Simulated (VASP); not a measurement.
Input of a VASP 6.6.1 run:

File INCAR:

```
  PREC = Accurate
  ENCUT = 520
  EDIFF = 1E-6
  ISMEAR = -1
  SIGMA = 0.1
  LREAL = False
  LASPH = True
  NELM = 100
  ALGO = Normal
  ISIF = 2
  LWAVE = False
  LCHARG = True
  GGA = PE
  LELF = True
  LVHAR = True
  NBANDS = 20
```

File KPOINTS:

```
regular mesh
0
Gamma
  13 13 13
```

Contents of POSCAR:

```
Tl
1.0
    0.0000000000      3.6586721291      3.6586721291
    3.6586721291      0.0000000000      3.6586721291
    3.6586721291      3.6586721291      0.0000000000
Tl
2
Direct
    0.1250000000      0.1250000000      0.1250000000
    0.8750000000      0.8750000000      0.8750000000
```

Potentials or basis: VASP PAW PBE potentials, release 64 (Tl_d).

Run with:

```bash
$ cat potpaw_PBE.64/Tl_d/POTCAR > POTCAR
$ mpirun -np 1 vasp_std > vasp.out
```

Q: Predict the pressure.

A: -0.9 GPa.

Q: What does it give for the band gap on the k mesh?

A: Zero (bands 13 and 14 overlap by 2.49 eV).

Caveat: spin-orbit coupling is left out, which moves the levels of the heavy elements.
